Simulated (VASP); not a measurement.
Crystal: SiGe3.

```xyz
4
Lattice="3.7242 0.0000 0.0000 0.0000 3.7242 0.0000 0.0000 0.0000 5.2668" Properties=species:S:1:pos:R:3 pbc="T T T"
Si    1.8621    1.8621    0.0000
Ge    1.8621    0.0000    3.9501
Ge    0.0000    1.8621    1.3167
Ge    0.0000    0.0000    2.6334
```

```yaml
Program: VASP 6.6.1
Task: relaxation of cell and atoms
Functional: PBE
Potentials_or_basis: VASP PAW PBE potentials, release 64 (Si, Ge_d)
Cutoff: 600 eV
k_mesh: 6 × 6 × 4
Occupations: gaussian, width 0.1 eV
Spin: no spin polarisation
```

At the start: pressure 25.1 GPa; volume 18.26 Å³/atom.

Task: Where does the relaxation end?

Result: Over 8 steps the energy falls by 297.9 meV/atom and the volume is 22.89 Å³/atom (+25.3 %); space group P-4m2 (No. 115, to 0.1 Å) before and after.

Step by step:
```csv
step,energy change (eV),largest force (eV/Å),pressure (GPa),volume (Å³)
1,0.0000,0.8028,25.10,73.05
2,-0.7584,0.0347,-7.32,107.66
3,-1.1898,0.1584,-0.16,91.61
4,-1.1898,0.1661,-0.08,91.21
5,-1.1891,0.1723,0.32,90.82
6,-1.1908,0.0724,0.44,90.76
7,-1.1910,0.0129,0.44,90.72
8,-1.1917,0.0064,-0.21,91.55
```

Final structure:
```cif
data_structure
_symmetry_space_group_name_H-M 'P 1'
_symmetry_Int_Tables_number 1
_cell_length_a 4.0207
_cell_length_b 4.0207
_cell_length_c 5.6632
_cell_angle_alpha 90.000
_cell_angle_beta 90.000
_cell_angle_gamma 90.000
_cell_volume 91.55
loop_
_atom_site_label
_atom_site_type_symbol
_atom_site_fract_x
_atom_site_fract_y
_atom_site_fract_z
_atom_site_occupancy
Si1 Si 0.50000 0.50000 0.00000 1
Ge1 Ge 0.50000 0.00000 0.75663 1
Ge2 Ge 0.00000 0.50000 0.24337 1
Ge3 Ge 0.00000 0.00000 0.50000 1
```

Caveat: the volume moved by over 15 % at a fixed basis, so the end points are rough.
